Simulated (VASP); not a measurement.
# PrYSe3 (P-6m2) in VASP: further runs, part 2 of 2

VASP 6.6.1. Earlier steps stand in the parts before.

**3. Relaxation of cell and atoms, PBE**

This run uses another cell than the first one, of 30.06 Å³/atom.

Input file INCAR:

```
SYSTEM = PrYSe3
  PREC = Accurate
  ENCUT = 500
  EDIFF = 1E-7
  ISMEAR = 0
  SIGMA = 0.15
  LREAL = .FALSE.
  LASPH = .TRUE.
  NELM = 200
  ALGO = Normal
  ISIF = 3
  LWAVE = .FALSE.
  LCHARG = .FALSE.
  GGA = PE
  IBRION = 2
  NSW = 36
  EDIFFG = -0.08
  GGA_COMPAT = .FALSE.
  NELMIN = 4
  LMAXMIX = 6
```

Input file KPOINTS:

```
regular mesh
0
G
  3 3 3
  0 0 0
```

Input file POSCAR:

```
PrYSe3
1.0
    5.7713721300      0.0000000000      0.0000000000
   -2.8856860700      4.9981548800      0.0000000000
    0.0000000000      0.0000000000      5.2106506500
Pr Y Se
1 1 3
Direct
    0.0000000000      0.0000000000      0.0000000000
    0.0000000000      0.0000000000      0.5000000000
    0.2150206000      0.7849794000      0.5000000000
    0.2150206000      0.4300412000      0.5000000000
    0.5699588000      0.7849794000      0.5000000000
```

Potentials or basis: VASP PAW PBE potentials, release 64 (Pr_3, Y_sv, Se), 4f in core.

Command:

```bash
$ cat potpaw_PBE.64/Pr_3/POTCAR potpaw_PBE.64/Y_sv/POTCAR potpaw_PBE.64/Se/POTCAR > POTCAR
$ mpirun -np 1 vasp_std > vasp.out
```

OUTCAR:

```text
SYSTEM = PrYSe3
   PREC = Accurate
   ENCUT = 500
   EDIFF = 1E-7
   ISMEAR = 0
   LREAL = .FALSE.
   LASPH = .TRUE.
   NELM = 200
   ISIF = 3
   GGA = PE
   IBRION = 2
   NSW = 36
   EDIFFG = -0.08
   NELMIN = 4

 ion  position               nearest neighbor table
   1  0.000  0.000  0.000-   2 2.61   2 2.61
   2  0.000  0.000  0.500-   5 2.15   4 2.15   3 2.15   1 2.61   1 2.61
   3  0.215  0.785  0.500-   5 2.05   4 2.05   2 2.15
   4  0.215  0.430  0.500-   5 2.05   3 2.05   2 2.15
   5  0.570  0.785  0.500-   4 2.05   3 2.05   2 2.15

  LATTYP: Found a hexagonal cell.
 ALAT       =     5.7713721300
 C/A-ratio  =     0.9028443380

  Lattice vectors:

 A1 = (   5.7713721300,   0.0000000000,   0.0000000000)
 A2 = (  -2.8856860700,   4.9981548800,   0.0000000000)
 A3 = (   0.0000000000,   0.0000000000,   5.2106506500)

Analysis of symmetry for initial positions (statically):
=====================================================================
 Subroutine PRICEL returns:
 Original cell was already a primitive cell.

 Routine SETGRP: Setting up the symmetry group for a
 hexagonal supercell.

 Subroutine GETGRP returns: Found 12 space group operations
 (whereof 12 operations were pure point group operations)
 out of a pool of 24 trial point group operations.

The static configuration has the point symmetry D_3h.

[... 147 lines left out ...]
  free energy    TOTEN  =        -7.19951080 eV

  energy without entropy =       -7.12132241  energy(sigma->0) =       -7.16041661

 E-fermi :   3.7964     XC(G=0):  -8.4711

 val. band max:        3.7681715633   @ k =   0.3333   0.0000   0.3333
 cond. band min:       3.8720793849   @ k =   0.3333   0.0000   0.0000
 fundamental gap:      0.1039078216
 Fermi energy:         3.7963585935

 k-point     1 :       0.0000    0.0000    0.0000
  band No.  band energies     occupation
      1     -37.8070      2.00000
      2     -33.6554      2.00000
      3     -19.7019      2.00000
      4     -19.1298      2.00000
      5     -19.1298      2.00000
      6     -16.9953      2.00000
[... 261 lines left out ...]
  FREE ENERGIE OF THE ION-ELECTRON SYSTEM (eV)
  ---------------------------------------------------
  free  energy   TOTEN  =       -20.4368280338 eV

  energy  without entropy=      -20.3991155470  energy(sigma->0) =      -20.41797179

[... ionic steps 4 to 7 ...]

--------------------------------------- Ionic step        8  -------------------------------------------

 number of electron      40.0000002 magnetization

------------------------ aborting loop because EDIFF is reached ----------------------------------------
[... 73 lines left out ...]
--------------------------------------- Ionic step       10  -------------------------------------------

 number of electron      40.0000005 magnetization

 Free energy of the ion-electron system (eV)
  ---------------------------------------------------
  ext. energy  EPLUGINS =         0.00000000
  ---------------------------------------------------
  free energy    TOTEN  =       -20.78531078 eV

  energy without entropy =      -20.73537253  energy(sigma->0) =      -20.76034165

 E-fermi :  -1.3781     XC(G=0):  -5.5919

 val. band max:       -1.4622009651   @ k =   0.3333   0.3333   0.0000
 cond. band min:      -1.3434370299   @ k =   0.3333   0.0000   0.0000
 fundamental gap:      0.1187639352
 Fermi energy:        -1.3781092261

 k-point     1 :       0.0000    0.0000    0.0000
  band No.  band energies     occupation
      1     -42.8142      2.00000
      2     -39.7422      2.00000
      3     -23.9204      2.00000
      4     -22.9115      2.00000
      5     -22.9115      2.00000
      6     -21.5974      2.00000
[... 183 lines left out ...]
  FREE ENERGIE OF THE ION-ELECTRON SYSTEM (eV)
  ---------------------------------------------------
  free  energy   TOTEN  =       -20.7853107778 eV

  energy  without entropy=      -20.7353725320  energy(sigma->0) =      -20.76034165

 reached required accuracy - stopping structural energy minimisation
```

OSZICAR:

```text
N       E                     dE             d eps       ncg     rms          rms(c)
DAV:   1     0.322821754827E+03    0.32282E+03   -0.18748E+04   288   0.146E+03
DAV:   2     0.168275055940E+02   -0.30599E+03   -0.30217E+03   344   0.334E+02
DAV:   3    -0.895343322774E+01   -0.25781E+02   -0.25474E+02   480   0.794E+01
[... 167 lines left out ...]
DAV:   6    -0.207853028570E+02   -0.66656E-04   -0.20508E-04   448   0.538E-02    0.132E-02
DAV:   7    -0.207853100595E+02   -0.72024E-05   -0.33869E-05   576   0.185E-02    0.947E-03
DAV:   8    -0.207853100003E+02    0.59125E-07   -0.17464E-06   376   0.608E-03    0.489E-03
DAV:   9    -0.207853107530E+02   -0.75271E-06   -0.19733E-06   496   0.483E-03    0.155E-03
DAV:  10    -0.207853107778E+02   -0.24730E-07   -0.13734E-07   240   0.197E-03
  10 F= -.20785311E+02 E0= -.20760342E+02  d E =-.703214E-02
```

CONTCAR:

```text
PrYSe3
   1.00000000000000
     7.9507982380998889   -0.0000000021904036    0.0000000000000000
    -3.9753991278350256    6.8855932572063496   -0.0000000000000000
     0.0000000000000000   -0.0000000000000000    5.8219096495923717
  Pr              Y               Se
     1     1     3
Direct
     0.0000000000000000    0.0000000000000000    0.0000000000000000
     0.0000000000000000    0.0000000000000000    0.5000000000000000
     0.1877709049224027    0.8122290950840833    0.5000000000000000
     0.1877709049262804    0.3755418098421900    0.5000000000000000
     0.6244581901513240    0.8122290950737195    0.5000000000000000

  0.00000000E+00  0.00000000E+00  0.00000000E+00
  0.00000000E+00  0.00000000E+00  0.00000000E+00
  0.00000000E+00  0.00000000E+00  0.00000000E+00
  0.00000000E+00  0.00000000E+00  0.00000000E+00
  0.00000000E+00  0.00000000E+00  0.00000000E+00
```

It took 5.1 min on 1 thread of AMD EPYC 7R13 (Zen 3), shared host; peak memory 0.25 GiB.

Results:

```
Free energy                           : -20.7853 eV
Relaxed volume                        : 63.75 Å³/atom
Relaxed cell                          : a = 7.951 Å, b = 7.951 Å, c = 5.822 Å, α = 90.00°, β = 90.00°, γ = 120.00°
Space group after relaxing (to 0.1 Å) : P-6m2 (No. 187)
Energy gained by relaxing             : 2717.2 meV/atom
Ionic steps                           : 10
Pressure after relaxing               : 0.0 GPa
Largest force after relaxing          : 0.058 eV/Å
Band gap on the k mesh                : zero (bands 20 and 21 overlap by 0.28 eV)
```

Forces in eV/Å, atoms in the order of the input:
```
Pr   0.000  0.000  0.000
Y    0.000  0.000  0.000
Se  -0.051  0.029  0.000
Se   0.000 -0.058  0.000
Se   0.051  0.029  0.000
```

The path:
```
step  energy change (eV)  largest force (eV/Å)  pressure (GPa)  volume (Å³)
   1              0.0000                6.8979           46.55       150.31
   2            -12.4408                2.0210           -2.29       415.05
   3            -13.2373                0.7406            2.97       268.56
   4            -13.4920                0.6098           -0.39       322.95
   5            -13.5250                0.2947            0.21       308.77
   6            -13.5245                0.2040            0.40       304.94
   7            -13.5767                0.0524            0.36       311.07
   8            -13.5788                0.1284            0.36       312.76
   9            -13.5852                0.1106           -0.08       320.49
  10            -13.5858                0.0585            0.02       318.73
```

Final structure:
```yaml
crystal:
  lattice:
    - [7.95080, 0.00000, 0.00000]
    - [-3.97540, 6.88559, 0.00000]
    - [0.00000, 0.00000, 5.82191]
  atoms:
    - { symbol: Pr, position: [0.00000, 0.00000, 0.00000] }
    - { symbol: Y, position: [0.00000, 0.00000, 0.50000] }
    - { symbol: Se, position: [0.18777, 0.81223, 0.50000] }
    - { symbol: Se, position: [0.18777, 0.37554, 0.50000] }
    - { symbol: Se, position: [0.62446, 0.81223, 0.50000] }
```

Caveat: the k points lie up to 0.36 Å⁻¹ apart in the final cell; the volume moved by over 15 % at a fixed basis, so the end points are rough; spin-orbit coupling is left out, which moves the levels of the heavy elements; this functional lacks dispersion, which binds layers or chains, so the pressure and a relaxed spacing across them are unreliable; the 4f electrons are frozen in the core, so they carry no moment and show no levels; the run has no spin polarisation, though such a crystal can be magnetic; the relaxation stopped at a loose force limit of 0.08 eV/Å, so its end isn't a converged minimum.

The gap in the log of VASP goes by the Fermi energy; the results here count the filled bands.